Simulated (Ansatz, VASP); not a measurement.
**One calculation of NaH, two programs**

```
Na H
1.0
     0.00000    2.39569    2.39569
     2.39569    0.00000    2.39569
     2.39569    2.39569    0.00000
Na H
1 1
Direct
  0.00000 0.00000 0.00000
  0.50000 0.50000 0.50000
```

Alike in both runs: functional PBEsol; k mesh 8 × 8 × 8; no spin polarisation.

Ansatz relaxed the structure, and its values are those at the end. VASP's run is a single point on that final structure, the one shown.

|  | VASP | Ansatz |
| --- | --- | --- |
| version | VASP 6.6.1 | Ansatz 0.2.0 |
| potentials or method | VASP PAW PBE potentials, release 64 (Na_pv, H) | plane waves, PAW |
| plane-wave cutoff (eV) | 500 | 420 |
| occupations | gaussian, width 0.01 eV | fixed |
| valence electrons in the cell | 8 | 10 |

|  | VASP | Ansatz | Ansatz less VASP |
| --- | --- | --- | --- |
| pressure (GPa) | -0.1 | 0.0 | +0.06 |

VASP's potentials were made for PBE, not for PBEsol. VASP's potentials hold 8 valence electrons a cell and Ansatz's 10, so a difference there can come from the potentials and not from the codes.
